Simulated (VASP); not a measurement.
# Sn4Se (Fd-3m) in VASP: relaxation of cell and atoms with PBE

Aim: the relaxation of cell and atoms of Sn4Se with PBE.

Everything below comes from runs of VASP 6.6.1. Logs are shortened: lines on timing, memory, paths and dates and some standing lists are left out, and cuts for length are marked.

## (1) The cell of the first run

The structure is cubic, space group Fd-3m (No. 227). The conventional cell has a = 10.691 Å, b = 10.691 Å, c = 10.691 Å, α = 90.00°, β = 90.00°, γ = 90.00°. Sn (site symmetry 3m) has 3 Sn at 2.42 Å and 1 Se at 3.15 Å within 3.2 Å. Within 4.1 Å of Se (site symmetry -43m) lie 4 Sn at 3.15 Å.

The cell was built from a structure type or drawn by symmetry, and may not be a known phase.

## (2) Relaxation of cell and atoms, PBE

Input file INCAR:

```
SYSTEM = Sn4Se
PREC     = Accurate       ! precision mode
ENCUT    = 600            ! plane-wave cutoff, eV
EDIFF    = 1E-6           ! SCF threshold, eV
ISMEAR   = 0              ! smearing method
SIGMA    = 0.1            ! smearing width, eV
LREAL    = .False.        ! projectors in reciprocal space
LASPH    = .True.         ! aspherical terms in the spheres
NELM     = 80             ! most SCF steps
ALGO     = Normal         ! electronic algorithm
ISIF     = 3              ! what is computed and relaxed
LWAVE    = .False.        ! write WAVECAR
LCHARG   = .False.        ! write CHGCAR
GGA      = PE             ! functional
IBRION   = 2              ! ionic algorithm
NSW      = 90             ! ionic steps
EDIFFG   = -0.04          ! ionic threshold
```

Input file KPOINTS:

```
regular mesh
0
Gamma
  4 4 4
  0 0 0
```

Input file POSCAR:

```
Sn4Se
1.0
    0.0000000000      5.3455167500      5.3455167500
    5.3455167500      0.0000000000      5.3455167500
    5.3455167500      5.3455167500      0.0000000000
Sn Se
8 2
Direct
    0.3299050200      0.3299050200      0.3299050200
    0.3299050200      0.3299050200      0.0102849300
    0.3299050200      0.0102849300      0.3299050200
    0.0102849300      0.3299050200      0.3299050200
    0.9200949800      0.9200949800      0.2397150700
    0.9200949800      0.9200949800      0.9200949800
    0.9200949800      0.2397150700      0.9200949800
    0.2397150700      0.9200949800      0.9200949800
    0.7500000000      0.7500000000      0.7500000000
    0.5000000000      0.5000000000      0.5000000000
```

Potentials or basis: VASP PAW PBE potentials, release 64 (Sn_d, Se).

The run is started by

```bash
cat potpaw_PBE.64/Sn_d/POTCAR potpaw_PBE.64/Se/POTCAR > POTCAR
mpirun -np 1 vasp_std > vasp.out
```

OUTCAR:

```text
SYSTEM = Sn4Se
   PREC = Accurate
   ENCUT = 600
   EDIFF = 1E-6
   ISMEAR = 0
   LREAL = .False.
   LASPH = .True.
   NELM = 80
   ISIF = 3
   GGA = PE
   IBRION = 2
   NSW = 90
   EDIFFG = -0.04

 ion  position               nearest neighbor table
   1  0.330  0.330  0.330-   2 2.42   3 2.42   4 2.42  10 3.15
   2  0.330  0.330  0.010-   1 2.42   3 2.42   4 2.42  10 3.15
   3  0.330  0.010  0.330-   1 2.42   2 2.42   4 2.42  10 3.15
   4  0.010  0.330  0.330-   1 2.42   2 2.42   3 2.42  10 3.15
   5  0.920  0.920  0.240-   6 2.42   7 2.42   8 2.42   9 3.15
   6  0.920  0.920  0.920-   5 2.42   7 2.42   8 2.42   9 3.15
   7  0.920  0.240  0.920-   5 2.42   6 2.42   8 2.42   9 3.15
   8  0.240  0.920  0.920-   5 2.42   6 2.42   7 2.42   9 3.15
   9  0.750  0.750  0.750-   7 3.15   8 3.15   5 3.15   6 3.15
  10  0.500  0.500  0.500-   4 3.15   3 3.15   2 3.15   1 3.15

  LATTYP: Found a face centered cubic cell.
 ALAT       =    10.6910335000

  Lattice vectors:

 A1 = (   0.0000000000,   5.3455167500,   5.3455167500)
 A2 = (   5.3455167500,   0.0000000000,   5.3455167500)
 A3 = (   5.3455167500,   5.3455167500,   0.0000000000)

Analysis of symmetry for initial positions (statically):
=====================================================================
 Subroutine PRICEL returns:
 Original cell was already a primitive cell.

 Routine SETGRP: Setting up the symmetry group for a
 face centered cubic supercell.

 Subroutine GETGRP returns: Found 48 space group operations
 (whereof 24 operations were pure point group operations)
 out of a pool of 48 trial point group operations.

The static configuration has the point symmetry T_d .
 The point group associated with its full space group is O_h .

Analysis of symmetry for dynamics (positions and initial velocities):
=====================================================================
 Subroutine PRICEL returns:
 Original cell was already a primitive cell.

 Routine SETGRP: Setting up the symmetry group for a
 face centered cubic supercell.

 Subroutine GETGRP returns: Found 48 space group operations
 (whereof 24 operations were pure point group operations)
 out of a pool of 48 trial point group operations.

The dynamic configuration has the point symmetry T_d .
 The point group associated with its full space group is O_h .

 Subroutine INISYM returns: Found 48 space group operations
 (whereof 24 operations are pure point group operations),
 and found     1 'primitive' translations

----------------------------------------------------------------------------------------

                                     Primitive cell

  volume of cell :     305.4915

  direct lattice vectors                    reciprocal lattice vectors
     0.000000000  5.345516750  5.345516750    -0.093536326  0.093536326  0.093536326
     5.345516750  0.000000000  5.345516750     0.093536326 -0.093536326  0.093536326
     5.345516750  5.345516750  0.000000000     0.093536326  0.093536326 -0.093536326

  length of vectors
     7.559702286  7.559702286  7.559702286     0.162009670  0.162009670  0.162009670

  position of ions in fractional coordinates (direct lattice)
     0.329905020  0.329905020  0.329905020
     0.329905020  0.329905020  0.010284930
     0.329905020  0.010284930  0.329905020
     0.010284930  0.329905020  0.329905020
     0.920094980  0.920094980  0.239715070
     0.920094980  0.920094980  0.920094980
     0.920094980  0.239715070  0.920094980
     0.239715070  0.920094980  0.920094980
     0.750000000  0.750000000  0.750000000
     0.500000000  0.500000000  0.500000000

  ion indices of the primitive-cell ions
   primitive index   ion index
                 1           1
                 2           2
                 3           3
                 4           4
                 5           5
                 6           6
                 7           7
                 8           8
                 9           9
                10          10

----------------------------------------------------------------------------------------

 KPOINTS: regular mesh

Automatic generation of k-mesh.
 Grid dimensions read from file:
 generate k-points for:    4    4    4

 Generating k-lattice:

  Cartesian coordinates                     Fractional coordinates (reciprocal lattice)
    -0.023384082  0.023384082  0.023384082     0.250000000  0.000000000  0.000000000
     0.023384082 -0.023384082  0.023384082     0.000000000  0.250000000  0.000000000
     0.023384082  0.023384082 -0.023384082     0.000000000  0.000000000  0.250000000

  Length of vectors
     0.040502417  0.040502417  0.040502417

  Shift w.r.t. Gamma in fractional coordinates (k-lattice)
     0.000000000  0.000000000  0.000000000

 Subroutine IBZKPT returns following result:
 ===========================================

 Found      8 irreducible k-points:

 Following reciprocal coordinates:
            Coordinates               Weight
  0.000000  0.000000  0.000000      1.000000
  0.250000  0.000000  0.000000      8.000000
  0.500000  0.000000  0.000000      4.000000
  0.250000  0.250000  0.000000      6.000000
  0.500000  0.250000  0.000000     24.000000
 -0.250000  0.250000  0.000000     12.000000
  0.500000  0.500000  0.000000      3.000000
 -0.250000  0.500000  0.250000      6.000000
   k-points           NKPTS =      8   k-points in BZ     NKDIM =      8   number of bands    NBANDS=     74
   number of dos      NEDOS =    301   number of ions     NIONS =     10
   total plane-waves  NPLWV = 216000
   dimension x,y,z NGX =    60 NGY =   60 NGZ =   60
   dimension x,y,z NGXF=   120 NGYF=  120 NGZF=  120
   ions per type =               8   2
   NGX,Y,Z   is equivalent  to a cutoff of  13.19, 13.19, 13.19 a.u.
   NGXF,Y,Z  is equivalent  to a cutoff of  26.39, 26.39, 26.39 a.u.
 SYSTEM =  Sn4Se
   PREC   = accura    normal or accurate (medium, high low for compatibility)
   ISTART =      0    job   : 0-new  1-cont  2-samecut
   ICHARG =      2    charge: 1-file 2-atom 10-const
   ISPIN  =      1    spin polarized calculation?
   LNONCOLLINEAR =      F non collinear calculations
   LSORBIT =      F    spin-orbit coupling
   LASPH  =      T    aspherical Exc in radial PAW
   ENCUT  =  600.0 eV  44.10 Ry    6.64 a.u.  15.10 15.10 15.10*2*pi/ulx,y,z
   NELM   =     80;   NELMIN=  2; NELMDL= -5     # of ELM steps
   EDIFF  = 0.1E-05   stopping-criterion for ELM
   LREAL  =      F    real-space projection
   EDIFFG = -.4E-01   stopping-criterion for IOM
   NSW    =     90    number of steps for IOM
   IBRION =      2    ionic relax: 0-MD 1-quasi-New 2-CG
   NFREE  =      1    steps in history (QN), initial steepest desc. (CG)
   ISIF   =      3    stress and relaxation
   ISYM   =      2    0-nonsym 1-usesym 2-fastsym
   POTIM  = 0.5000    time-step for ionic-motion
   TEBEG  =    0.0;   TEEND  =   0.0 temperature during run
   PSTRESS=    0.0 pullay stress
   NELECT =     124.0000    total number of electrons
   NUPDOWN=      -1.0000    fix difference up-down
   EMIN   =  10.00;   EMAX   =-10.00  energy-range for DOS
   EFERMI =   0.00;   METHOD = LEGACY
   ISMEAR =     0;   SIGMA  =   0.10  broadening in eV -4-tet -1-fermi 0-gaus
   EFERMI_NEDOS =   21; number of points for ismear=-14 and -15
   IALGO  =     38    algorithm
   IMIX   =      4    mixing-type and parameters
     AMIX     =   0.40;   BMIX     =  1.00
     AMIX_MAG =   1.60;   BMIX_MAG =  1.00
  volume/ion in A,a.u.               =      30.55       206.16
  Fermi-wavevector in a.u.,A,eV,Ry     =   1.212130  2.290593 19.990469  1.469258
  Thomas-Fermi vector in A             =   2.347623
   LORBIT       =      0    0 simple, 1 ext, 2 COOP (PROOUT), +10 PAW based schemes
   GGA     = PE    functional components
   LHFCALC =     F    Hartree Fock is set to
   AEXX    =    0.0000 exact exchange contribution
   IVDW    =     0    specifies the selected vdW correction
   LEPSILON=     F    determine dielectric tensor
   LRPA    =     F    only Hartree local field effects (RPA)
 conjugate gradient relaxation of ions
 non-spin polarized calculation
 Gauss-broadening in eV      SIGMA  =   0.10
  energy-cutoff  :      600.00
  volume of cell :      305.49
 maximum number of plane-waves:     10204
   NGX = 31   NGY = 31   NGZ = 31

--------------------------------------- Ionic step        1  -------------------------------------------

 number of electron     123.9999979 magnetization

 Free energy of the ion-electron system (eV)
  ---------------------------------------------------
  ext. energy  EPLUGINS =         0.00000000
  ---------------------------------------------------
  free energy    TOTEN  =       -17.93027257 eV

  energy without entropy =      -17.87697317  energy(sigma->0) =      -17.90362287

------------------------ aborting loop because EDIFF is reached ----------------------------------------

  FORCE on cell =-STRESS in cart. coord.  units (eV):
  Direction    XX          YY          ZZ          XY          YZ          ZX
  --------------------------------------------------------------------------------------
  -------------------------------------------------------------------------------------
  Total       46.6727296     46.6727296     46.6727296      0.0000000      0.0000000      0.0000000
  in kB      244.7793083    244.7793083    244.7793083      0.0000000      0.0000000      0.0000000
  external PRESSURE =     244.7793083 kB  Pullay stress =       0.0000000 kB
[... 113 lines left out ...]
  FREE ENERGIE OF THE ION-ELECTRON SYSTEM (eV)
  ---------------------------------------------------
  free  energy   TOTEN  =       -29.9141851790 eV

  energy  without entropy=      -29.8473357866  energy(sigma->0) =      -29.88076048

 E-fermi :   4.6400     XC(G=0):  -8.9438

 val. band max:        4.5638976148   @ k =   0.2500   0.2500   0.0000
 cond. band min:       4.6775574978   @ k =   0.5000   0.2500   0.0000
 fundamental gap:      0.1136598830
 Fermi energy:         4.6399544385

 k-point     1 :       0.0000    0.0000    0.0000
  band No.  band energies     occupation
      1     -16.9281      2.00000
      2     -16.9129      2.00000
      3     -16.8647      2.00000
      4     -16.8647      2.00000
      5     -16.8633      2.00000
      6     -16.8633      2.00000
[... 605 lines left out ...]
     73       7.9758      0.00000
     74       7.9758      0.00000

[... ionic steps 4 to 11 ...]

--------------------------------------- Ionic step       12  -------------------------------------------

 number of electron     124.0000034 magnetization

------------------------ aborting loop because EDIFF is reached ----------------------------------------
[... 83 lines left out ...]
--------------------------------------- Ionic step       14  -------------------------------------------

 number of electron     124.0000046 magnetization

 Free energy of the ion-electron system (eV)
  ---------------------------------------------------
  ext. energy  EPLUGINS =         0.00000000
  ---------------------------------------------------
  free energy    TOTEN  =       -36.10563328 eV

  energy without entropy =      -36.06299160  energy(sigma->0) =      -36.08431244

 E-fermi :   5.3495     XC(G=0):  -9.2601

 val. band max:        5.3369988124   @ k =  -0.2500   0.5000   0.2500
 cond. band min:       5.4935448771   @ k =   0.2500   0.2500   0.0000
 fundamental gap:      0.1565460647
 Fermi energy:         5.3494902386

 k-point     1 :       0.0000    0.0000    0.0000
  band No.  band energies     occupation
      1     -16.2299      2.00000
      2     -16.2103      2.00000
      3     -16.1510      2.00000
      4     -16.1510      2.00000
      5     -16.1510      2.00000
      6     -16.1471      2.00000
[... 642 lines left out ...]
  FREE ENERGIE OF THE ION-ELECTRON SYSTEM (eV)
  ---------------------------------------------------
  free  energy   TOTEN  =       -36.1056332843 eV

  energy  without entropy=      -36.0629915973  energy(sigma->0) =      -36.08431244

 reached required accuracy - stopping structural energy minimisation
```

Run time: 25 min. Hardware: 1 thread of Intel Xeon 6975P-C (Granite Rapids), shared host; peak memory 0.63 GiB.

Results:

```yaml
Free_energy: -36.1056 eV
Relaxed_volume: 32.01 Å³/atom
Relaxed_cell: a = 7.679 Å, b = 7.679 Å, c = 7.679 Å, α = 60.00°, β = 60.00°, γ = 60.00°
Space_group_after_relaxing_to_0.1_Å: Fd-3m (No. 227)
Energy_gained_by_relaxing: 1817.5 meV/atom
Ionic_steps: 14
Pressure_after_relaxing: -0.1 GPa
Largest_force_after_relaxing: 0.011 eV/Å
Band_gap_on_the_k_mesh: zero (bands 62 and 63 overlap by 0.29 eV)
```

Forces on the atoms (eV/Å):
```
Sn   0.007  0.007  0.007
Sn  -0.007 -0.007  0.007
Sn  -0.007  0.007 -0.007
Sn   0.007 -0.007 -0.007
Sn   0.007  0.007 -0.007
Sn  -0.007 -0.007 -0.007
Sn   0.007 -0.007  0.007
Sn  -0.007  0.007  0.007
Se   0.000  0.000  0.000
Se   0.000  0.000  0.000
```

The path:
| step | energy change (eV) | largest force (eV/Å) | pressure (GPa) | volume (Å³) |
| --- | --- | --- | --- | --- |
| 1 | 0.0000 | 14.7853 | 24.48 | 305.49 |
| 2 | -11.2768 | 0.3061 | -5.15 | 561.80 |
| 3 | -11.9839 | 0.2206 | -5.42 | 536.59 |
| 4 | -12.7135 | 0.1488 | -5.64 | 513.05 |
| 5 | -16.3749 | 0.5201 | -4.92 | 400.35 |
| 6 | -15.7863 | 2.5223 | -0.27 | 350.79 |
| 7 | -16.5864 | 0.8172 | -4.19 | 386.23 |
| 8 | -16.6029 | 1.0720 | -3.59 | 378.12 |
| 9 | -16.6064 | 1.0180 | -3.72 | 379.67 |
| 10 | -17.6736 | 0.8694 | -1.84 | 342.19 |
| 11 | -18.0362 | 0.5686 | 1.10 | 311.24 |
| 12 | -18.1606 | 0.1386 | 0.52 | 315.18 |
| 13 | -18.1723 | 0.0267 | 0.34 | 316.88 |
| 14 | -18.1754 | 0.0114 | -0.06 | 320.14 |

Final structure:
```cif
data_structure
_symmetry_space_group_name_H-M 'P 1'
_symmetry_Int_Tables_number 1
_cell_length_a 7.6787
_cell_length_b 7.6787
_cell_length_c 7.6787
_cell_angle_alpha 60.000
_cell_angle_beta 60.000
_cell_angle_gamma 60.000
_cell_volume 320.14
loop_
_atom_site_label
_atom_site_type_symbol
_atom_site_fract_x
_atom_site_fract_y
_atom_site_fract_z
_atom_site_occupancy
Sn1 Sn 0.35460 0.35460 0.35460 1
Sn2 Sn 0.35460 0.35460 0.93620 1
Sn3 Sn 0.35460 0.93620 0.35460 1
Sn4 Sn 0.93620 0.35460 0.35460 1
Sn5 Sn 0.89540 0.89540 0.31380 1
Sn6 Sn 0.89540 0.89540 0.89540 1
Sn7 Sn 0.89540 0.31380 0.89540 1
Sn8 Sn 0.31380 0.89540 0.89540 1
Se1 Se 0.75000 0.75000 0.75000 1
Se2 Se 0.50000 0.50000 0.50000 1
```

Caveat: semilocal functionals underestimate gaps, so a narrow gap can read as zero; spin-orbit coupling is left out, which moves the levels of the heavy elements.
